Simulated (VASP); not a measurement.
The system is MnO.

```
CELL_PARAMETERS angstrom
0.00000 2.22200 2.22200
2.22200 0.00000 2.22200
2.22200 2.22200 0.00000
ATOMIC_POSITIONS crystal
Mn 0.00000 0.00000 0.00000
O 0.50000 0.50000 0.50000
```

Base run:

```yaml
Program: VASP 6.6.1
Functional: PBE
Potentials_or_basis: VASP PAW PBE potentials, release 64 (Mn_sv, O)
Cutoff: 700 eV
k_mesh: 9 × 9 × 9
Occupations: fermi-dirac, width 0.05 eV
Spin: collinear spin, ferromagnetic start
Starting_moments: "[4.0, 0.0] μB"
Fixed_moment: 4 μB
```

Its results: pressure -13.2 GPa; site moments Mn +3.62; O +0.08 μB.

Task: The run is repeated on the same cell with these changes: fixed moment from 4 μB to 1 μB; moments at the start from [4.0, 0.0] to [1.0, 0.0]. What comes out?

Result: Pressure -25.5 GPa; site moments Mn +0.92; O +0.05 μB.

Caveats: the cell stands under tension; the total moment is fixed, so each spin has its own Fermi level and the state may be an excited one; a cell with one magnetic atom can't hold antiferromagnetic order, which such compounds often take.
